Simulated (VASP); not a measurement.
Write the native input for VASP 6.6.1 that does the following.

| Item | Value |
| --- | --- |
| Task | single point |
| Functional | BLYP |
| Potentials or basis | VASP PAW PBE potentials, release 64 (Pb_d) |
| Cutoff | 520 eV |
| k mesh | 15 × 15 × 15 |
| Occupations | fermi-dirac, width 0.1 eV |
| Spin | no spin polarisation |
| Dipole correction | no |
| Further INCAR settings | ALGO = Normal; EDIFF = 1e-06; NBANDS = 13 |

The structure of Pb lies in POSCAR:

```
Pb
1.0
    3.3887697902      0.0000000000      0.0000000000
    0.0000000000      3.3887697902      0.0000000000
    0.0000000000      0.0000000000      3.3887697902
Pb
1
Direct
    0.0000000000      0.0000000000      0.0000000000
```

This cell differs from its parent crystal: volume scaled by 1.04.

The input as run:

INCAR

```
AGGAC = 1.0
AGGAX = 1.0
ALDAC = 0.0
ALDAX = 1.0
ALGO = Normal
EDIFF = 1E-6
ENCUT = 520
GGA = B5
ISIF = 2
ISMEAR = -1
LASPH = True
LCHARG = False
LREAL = False
LWAVE = False
NBANDS = 13
NELM = 60
PREC = Accurate
SIGMA = 0.1
```

KPOINTS

```
k-points
0
Gamma
  15 15 15
```

Potentials or basis: VASP PAW PBE potentials, release 64 (Pb_d).

Run with:

```sh
$ cat potpaw_PBE.64/Pb_d/POTCAR > POTCAR
$ mpirun -np 1 vasp_std > vasp.out
```

Results of the run:

| Quantity | Value |
| --- | --- |
| Pressure | -0.9 GPa |
| Band gap on the k mesh | zero (band 7 reaches 9.33 eV, above the bottom of band 8 at 3.60 eV) |

Caveat: the PAW data sets were made with another functional, which shifts forces and pressure a little; spin-orbit coupling is left out, which moves the levels of the heavy elements.

Run time: 19 s on 1 thread of Intel(R) Xeon(R) 6975P-C (Granite Rapids) (shared host), peak memory 0.19 GiB.
